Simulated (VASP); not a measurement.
# Te2Mo in VASP: notebook

Te2Mo is run at these levels: LDA; tasks: single point.

Everything below comes from runs of VASP 6.6.1. Logs are shortened: lines on timing, memory, paths and dates and some standing lists are left out, and cuts for length are marked.

## (1) The cell of the first run

The cell holds a slab with vacuum, 3 atoms: a = 3.560 Å, b = 3.560 Å, c = 17.524 Å, α = 90.00°, β = 90.00°, γ = 120.00°.

## (2) Single point, LDA (atom 3 (Mo) moved by (-0.100, +0.000) A along x and z)

Contents of INCAR:

```
SYSTEM = Te2Mo
ALGO     = Normal         ! electronic algorithm
EDIFF    = 1E-6           ! SCF threshold, eV
ENCUT    = 520            ! plane-wave cutoff, eV
ISIF     = 2              ! what is computed and relaxed
ISMEAR   = 0              ! smearing method
LASPH    = .True.         ! aspherical terms in the spheres
LCHARG   = .True.         ! write CHGCAR
LELF     = .True.         ! ELF
LREAL    = .False.        ! projectors in reciprocal space
LVHAR    = .True.       
LWAVE    = .False.        ! write WAVECAR
NBANDS   = 20             ! bands
NELM     = 60             ! most SCF steps
PREC     = Accurate       ! precision mode
SIGMA    = 0.05           ! smearing width, eV
```

Contents of KPOINTS:

```
k-points
0
Gamma
  12 12 2
  0 0 0
```

Contents of POSCAR:

```
Te2Mo
1.0
    3.5602328140      0.0000000000      0.0000000000
   -1.7801164070      3.0832520603      0.0000000000
    0.0000000000      0.0000000000     17.5240578200
Te Mo
2 1
Direct
    0.3333333333      0.6666666667      0.8978554500
    0.3333333333      0.6666666667      0.1021445500
   -0.0280880508      0.0000000000      0.0000000000
```

Potentials or basis: VASP PAW LDA potentials, release 64 (Te, Mo_sv).

The run is started by

```sh
cat potpaw_LDA.64/Te/POTCAR potpaw_LDA.64/Mo_sv/POTCAR > POTCAR
mpirun -np 1 vasp_std > vasp.out
```

OUTCAR:

```text
SYSTEM = Te2Mo
   EDIFF = 1E-6
   ENCUT = 520
   ISIF = 2
   ISMEAR = 0
   LASPH = .True.
   LREAL = .False.
   NELM = 60
   PREC = Accurate

 ion  position               nearest neighbor table
   1  0.333  0.667  0.898-   3 2.66   3 2.73   3 2.79   2 3.58
   2  0.333  0.667  0.102-   3 2.66   3 2.73   3 2.79   1 3.58
   3  0.972  0.000  0.000-   1 2.66   2 2.66   1 2.73   2 2.73   1 2.79   2 2.79

  LATTYP: Found a hexagonal cell.
 ALAT       =     3.5602328140
 C/A-ratio  =     4.9221662558

  Lattice vectors:

 A1 = (   3.5602328140,   0.0000000000,   0.0000000000)
 A2 = (  -1.7801164070,   3.0832520603,   0.0000000000)
 A3 = (   0.0000000000,   0.0000000000,  17.5240578200)

Analysis of symmetry for initial positions (statically):
=====================================================================
 Subroutine PRICEL returns:
 Original cell was already a primitive cell.

 Routine SETGRP: Setting up the symmetry group for a
 hexagonal supercell.

 Subroutine GETGRP returns: Found  2 space group operations
 (whereof  2 operations were pure point group operations)
 out of a pool of 24 trial point group operations.

The static configuration has the point symmetry C_1h.

Analysis of symmetry for dynamics (positions and initial velocities):
=====================================================================
 Subroutine PRICEL returns:
 Original cell was already a primitive cell.

 Routine SETGRP: Setting up the symmetry group for a
 hexagonal supercell.

 Subroutine GETGRP returns: Found  2 space group operations
 (whereof  2 operations were pure point group operations)
 out of a pool of 24 trial point group operations.

The dynamic configuration has the point symmetry C_1h.

 Subroutine INISYM returns: Found  2 space group operations
 (whereof  2 operations are pure point group operations),
 and found     1 'primitive' translations

----------------------------------------------------------------------------------------

                                     Primitive cell

  volume of cell :     192.3633

  direct lattice vectors                    reciprocal lattice vectors
     3.560232814  0.000000000  0.000000000     0.280880508  0.162166437  0.000000000
    -1.780116407  3.083252060  0.000000000     0.000000000  0.324332873  0.000000000
     0.000000000  0.000000000 17.524057820     0.000000000  0.000000000  0.057064409

  length of vectors
     3.560232814  3.560232814 17.524057820     0.324332873  0.324332873  0.057064409

  position of ions in fractional coordinates (direct lattice)
     0.333333333  0.666666667  0.897855450
     0.333333333  0.666666667  0.102144550
     0.971911949  0.000000000  0.000000000

  ion indices of the primitive-cell ions
   primitive index   ion index
                 1           1
                 2           2
                 3           3

----------------------------------------------------------------------------------------

 KPOINTS: k-points

Automatic generation of k-mesh.
 Grid dimensions read from file:
 generate k-points for:   12   12    2

 Generating k-lattice:

  Cartesian coordinates                     Fractional coordinates (reciprocal lattice)
     0.023406709  0.013513870  0.000000000     0.083333333  0.000000000  0.000000000
     0.000000000  0.027027739  0.000000000     0.000000000  0.083333333  0.000000000
     0.000000000  0.000000000  0.028532204     0.000000000  0.000000000  0.500000000

  Length of vectors
     0.027027739  0.027027739  0.028532204

  Shift w.r.t. Gamma in fractional coordinates (k-lattice)
     0.000000000  0.000000000  0.000000000

 Subroutine IBZKPT returns following result:
 ===========================================

 Found    148 irreducible k-points:

 Following reciprocal coordinates:
            Coordinates               Weight
  0.000000  0.000000  0.000000      1.000000
  0.083333  0.000000  0.000000      2.000000
  0.000000  0.083333  0.000000      2.000000
 -0.083333  0.083333  0.000000      2.000000
  0.166667  0.000000  0.000000      2.000000
  0.000000  0.166667  0.000000      2.000000
[... 16 lines left out ...]
  0.166667  0.083333  0.000000      2.000000
 -0.083333  0.250000  0.000000      2.000000
 [... further k-points ...]
   k-points           NKPTS =    148   k-points in BZ     NKDIM =    148   number of bands    NBANDS=     20
   number of dos      NEDOS =    301   number of ions     NIONS =      3
   total plane-waves  NPLWV = 109760
   dimension x,y,z NGX =    28 NGY =   28 NGZ =  140
   dimension x,y,z NGXF=    56 NGYF=   56 NGZF=  280
   ions per type =               2   1
   NGX,Y,Z   is equivalent  to a cutoff of  13.07, 13.07, 13.28 a.u.
   NGXF,Y,Z  is equivalent  to a cutoff of  26.15, 26.15, 26.56 a.u.
 SYSTEM =  Te2Mo
   PREC   = accura    normal or accurate (medium, high low for compatibility)
   ISTART =      0    job   : 0-new  1-cont  2-samecut
   ICHARG =      2    charge: 1-file 2-atom 10-const
   ISPIN  =      1    spin polarized calculation?
   LNONCOLLINEAR =      F non collinear calculations
   LSORBIT =      F    spin-orbit coupling
   LASPH  =      T    aspherical Exc in radial PAW
   ENCUT  =  520.0 eV  38.22 Ry    6.18 a.u.   6.62  6.62 32.58*2*pi/ulx,y,z
   NELM   =     60;   NELMIN=  2; NELMDL= -5     # of ELM steps
   EDIFF  = 0.1E-05   stopping-criterion for ELM
   LREAL  =      F    real-space projection
   EDIFFG = 0.1E-04   stopping-criterion for IOM
   NSW    =      0    number of steps for IOM
   IBRION =     -1    ionic relax: 0-MD 1-quasi-New 2-CG
   NFREE  =      0    steps in history (QN), initial steepest desc. (CG)
   ISIF   =      2    stress and relaxation
   ISYM   =      2    0-nonsym 1-usesym 2-fastsym
   POTIM  = 0.5000    time-step for ionic-motion
   TEBEG  =    0.0;   TEEND  =   0.0 temperature during run
   PSTRESS=    0.0 pullay stress
   NELECT =      26.0000    total number of electrons
   NUPDOWN=      -1.0000    fix difference up-down
   EMIN   =  10.00;   EMAX   =-10.00  energy-range for DOS
   EFERMI =   0.00;   METHOD = LEGACY
   ISMEAR =     0;   SIGMA  =   0.05  broadening in eV -4-tet -1-fermi 0-gaus
   EFERMI_NEDOS =   21; number of points for ismear=-14 and -15
   IALGO  =     38    algorithm
   IMIX   =      4    mixing-type and parameters
     AMIX     =   0.40;   BMIX     =  1.00
     AMIX_MAG =   1.60;   BMIX_MAG =  1.00
  volume/ion in A,a.u.               =      64.12       432.71
  Fermi-wavevector in a.u.,A,eV,Ry     =   0.840153  1.587660  9.603777  0.705858
  Thomas-Fermi vector in A             =   1.954489
   LORBIT       =      0    0 simple, 1 ext, 2 COOP (PROOUT), +10 PAW based schemes
   GGA     = CA    functional components
   LHFCALC =     F    Hartree Fock is set to
   AEXX    =    0.0000 exact exchange contribution
   IVDW    =     0    specifies the selected vdW correction
   LEPSILON=     F    determine dielectric tensor
   LRPA    =     F    only Hartree local field effects (RPA)
 non-spin polarized calculation
 Gauss-broadening in eV      SIGMA  =   0.05
  energy-cutoff  :      520.00
  volume of cell :      192.36
 maximum number of plane-waves:      5262
   NGX = 13   NGY = 13   NGZ = 65

 number of electron      26.0000001 magnetization

 Free energy of the ion-electron system (eV)
  ---------------------------------------------------
  ext. energy  EPLUGINS =         0.00000000
  ---------------------------------------------------
  free energy    TOTEN  =       -20.34477372 eV

  energy without entropy =      -20.34477372  energy(sigma->0) =      -20.34477372

 E-fermi :   0.1863     XC(G=0):  -4.8297

 val. band max:       -0.1227978705   @ k =   0.3333   0.3333   0.5000
 cond. band min:       0.9180508739   @ k =   0.3333   0.3333   0.0000
 fundamental gap:      1.0408487444
 Fermi energy:         0.1863100456

 k-point     1 :       0.0000    0.0000    0.0000
  band No.  band energies     occupation
      1     -60.4311      2.00000
      2     -34.7729      2.00000
      3     -34.6743      2.00000
      4     -34.6455      2.00000
      5     -12.6741      2.00000
      6     -11.6936      2.00000
[... 12 lines left out ...]
     19       4.7637      0.00000
     20       5.5633      0.00000

 k-point     2 :       0.0833    0.0000    0.0000
  band No.  band energies     occupation
      1     -60.4305      2.00000
      2     -34.7711      2.00000
      3     -34.6820      2.00000
      4     -34.6478      2.00000
      5     -12.5798      2.00000
      6     -11.6325      2.00000
[... 12 lines left out ...]
     19       4.8822      0.00000
     20       5.7665      0.00000

 k-point     3 :       0.0000    0.0833    0.0000
  band No.  band energies     occupation
      1     -60.4305      2.00000
      2     -34.7711      2.00000
      3     -34.6799      2.00000
      4     -34.6497      2.00000
      5     -12.5810      2.00000
      6     -11.6307      2.00000
[... 12 lines left out ...]
     19       4.8798      0.00000
     20       5.7716      0.00000

 k-point     4 :      -0.0833    0.0833    0.0000
  band No.  band energies     occupation
      1     -60.4305      2.00000
      2     -34.7712      2.00000
      3     -34.6765      2.00000
      4     -34.6529      2.00000
      5     -12.5825      2.00000
      6     -11.6285      2.00000
[... 12 lines left out ...]
     19       4.8767      0.00000
     20       5.7722      0.00000

 k-point     5 :       0.1667    0.0000    0.0000
  band No.  band energies     occupation
      1     -60.4289      2.00000
      2     -34.7660      2.00000
      3     -34.7034      2.00000
      4     -34.6535      2.00000
      5     -12.3063      2.00000
      6     -11.4561      2.00000
[... 12 lines left out ...]
     19       5.2141      0.00000
     20       6.0986      0.00000
[... 353 lines left out ...]
      6     -11.5021      2.00000
[... 12 lines left out ...]
     19       5.0938      0.00000
     20       6.0249      0.00000

 k-point    22 :      -0.1667    0.0833    0.0000
  band No.  band energies     occupation
      1     -60.4294      2.00000
      2     -34.7679      2.00000
      3     -34.6901      2.00000
      4     -34.6576      2.00000
      5     -12.4000      2.00000
      6     -11.5074      2.00000
[... 12 lines left out ...]
     19       5.1026      0.00000
     20       6.0237      0.00000

 k-point    23 :       0.1667    0.0833    0.0000
  band No.  band energies     occupation
      1     -60.4275      2.00000
      2     -34.7616      2.00000
      3     -34.7225      2.00000
      4     -34.6579      2.00000
      5     -12.0466      2.00000
      6     -11.2921      2.00000
[... 12 lines left out ...]
     19       5.5438      0.00000
     20       6.4138      0.00000

 k-point    24 :      -0.0833    0.2500    0.0000
  band No.  band energies     occupation
      1     -60.4276      2.00000
      2     -34.7624      2.00000
      3     -34.7053      2.00000
      4     -34.6732      2.00000
      5     -12.0615      2.00000
      6     -11.2681      2.00000
[... 12 lines left out ...]
     19       5.5082      0.00000
     20       6.4094      0.00000

 [... further k-points ...]

------------------------ aborting loop because EDIFF is reached ----------------------------------------

  FORCE on cell =-STRESS in cart. coord.  units (eV):
  Direction    XX          YY          ZZ          XY          YZ          ZX
  --------------------------------------------------------------------------------------
  -------------------------------------------------------------------------------------
  Total       -2.2933710     -2.2732578     -1.0564577      0.6182363      0.0000000      0.0000000
  in kB      -19.1012942    -18.9337729     -8.7991471      5.1492383      0.0000000      0.0000000
  external PRESSURE =     -15.6114047 kB  Pullay stress =       0.0000000 kB

 VOLUME and BASIS-vectors are now :
 -----------------------------------------------------------------------------
  energy-cutoff  :      520.00
  volume of cell :      192.36
      direct lattice vectors                 reciprocal lattice vectors
     3.560232814  0.000000000  0.000000000     0.280880508  0.162166437  0.000000000
    -1.780116407  3.083252060  0.000000000     0.000000000  0.324332873  0.000000000
     0.000000000  0.000000000 17.524057820     0.000000000  0.000000000  0.057064409

 POSITION                                       TOTAL-FORCE (eV/Angst)
 -----------------------------------------------------------------------------------
     -0.00000      2.05550     15.73407        -0.673840     -0.023374      0.291740
     -0.00000      2.05550      1.78999        -0.673840     -0.023374     -0.291740
      3.46023      0.00000      0.00000         1.347680      0.046747      0.000000
 -----------------------------------------------------------------------------------
    total drift:                                0.000115      0.000012     -0.000000

  FREE ENERGIE OF THE ION-ELECTRON SYSTEM (eV)
  ---------------------------------------------------
  free  energy   TOTEN  =       -20.3447737214 eV

  energy  without entropy=      -20.3447737214  energy(sigma->0) =      -20.34477372
```

Wall time 19 min (1 thread of Intel Xeon 8259CL, shared host); peak memory 0.67 GiB.

Results:

| Item | Value |
| --- | --- |
| Free energy | -20.3448 eV |
| Largest force | 1.348 eV/Å |
| Band gap on the k mesh | 1.04 eV |

Forces in eV/Å, atoms in the order of the input:
```
Te  -0.674 -0.023  0.292
Te  -0.674 -0.023 -0.292
Mo   1.348  0.047  0.000
```

Levels at points of the mesh, in eV from the valence-band top:
```csv
k point,band 9,band 10,band 11,band 12,band 13,band 14,band 15,band 16,band 17,band 18
"(0.00, 0.00, 0.00)",-1.63,-1.61,-1.15,-0.62,-0.39,2.72,3.16,3.38,3.47,4.37
"(0.50, 0.00, 0.00)",-3.18,-2.21,-1.65,-0.82,-0.25,1.32,1.70,3.40,3.75,4.00
"(0.00, 0.50, 0.00)",-3.27,-2.29,-1.51,-0.84,-0.17,1.37,1.73,3.11,3.83,3.94
"(0.50, 0.50, 0.00)",-3.36,-2.40,-1.38,-0.66,-0.30,1.43,1.75,3.04,3.79,3.87
"(0.00, 0.00, 0.50)",-1.63,-1.61,-1.15,-0.62,-0.39,2.72,3.16,3.38,3.47,4.46
"(0.50, 0.00, 0.50)",-3.18,-2.21,-1.65,-0.82,-0.25,1.32,1.70,3.40,3.75,4.00
"(0.00, 0.50, 0.50)",-3.27,-2.29,-1.51,-0.84,-0.17,1.37,1.73,3.11,3.83,3.94
"(0.50, 0.50, 0.50)",-3.36,-2.40,-1.38,-0.66,-0.30,1.43,1.75,3.04,3.79,3.87
```

Caveat: the cell differs from its parent crystal (atom 3 (Mo) moved by (-0.100, +0.000) A along x and z); there is no dipole correction, which matters where the two faces differ; spin-orbit coupling is left out, which moves the levels of the heavy elements.

## (3) Single point, LDA (atom 3 (Mo) moved by (+0.000, -0.100) A along x and z)

Contents of INCAR:

```
PREC     = Accurate       # precision mode
ENCUT    = 520            # plane-wave cutoff, eV
EDIFF    = 1E-6           # SCF threshold, eV
ISMEAR   = 0              # smearing method
SIGMA    = 0.05           # smearing width, eV
LREAL    = F              # projectors in reciprocal space
LASPH    = T              # aspherical terms in the spheres
NELM     = 80             # most SCF steps
ALGO     = Normal         # electronic algorithm
ISIF     = 2              # what is computed and relaxed
LWAVE    = F              # write WAVECAR
LCHARG   = T              # write CHGCAR
LELF     = T              # ELF
LVHAR    = T            
NBANDS   = 20             # bands
```

Contents of KPOINTS:

```
Automatic mesh
0
Gamma
  12 12 2
```

POSCAR: that of step 2 with these lines changed.

```diff
@@ -10,2 +10,2 @@
     0.3333333333      0.6666666667      0.1021445500
-   -0.0280880508      0.0000000000      0.0000000000
+    0.0000000000      0.0000000000     -0.0057064409
```

Potentials or basis: VASP PAW LDA potentials, release 64 (Te, Mo_sv).

The run is started by

```sh
cat potpaw_LDA.64/Te/POTCAR potpaw_LDA.64/Mo_sv/POTCAR > POTCAR
mpirun -np 1 vasp_std > vasp.out
```

Run time: 2.8 min. Hardware: 1 thread of Intel Xeon Platinum 8488C (Sapphire Rapids), shared host; peak memory 0.34 GiB.

Results (log left out):

```yaml
Free_energy: -20.3082 eV
Largest_force: 2.082 eV/Å
Band_gap_on_the_k_mesh: 1.05 eV
```

Forces on the atoms (eV/Å):
```
Te   0.000  0.000 -0.810
Te   0.000  0.000 -1.272
Mo   0.000  0.000  2.082
```

Levels at points of the mesh, in eV from the valence-band top:
```
           k point  band 10  band 11  band 12  band 13  band 14  band 15  band 16  band 17
(0.00, 0.00, 0.00)    -1.65    -0.82    -0.82    -0.21     2.97     2.97     3.56     3.56
(0.50, 0.00, 0.00)    -2.27    -1.49    -0.60    -0.27     1.41     1.75     3.24     3.77
(0.00, 0.00, 0.50)    -1.65    -0.82    -0.82    -0.21     2.97     2.97     3.56     3.56
(0.50, 0.00, 0.50)    -2.27    -1.49    -0.60    -0.27     1.41     1.75     3.24     3.77
```

Caveat: the cell differs from its parent crystal (atom 3 (Mo) moved by (+0.000, -0.100) A along x and z); there is no dipole correction, which matters where the two faces differ; spin-orbit coupling is left out, which moves the levels of the heavy elements.
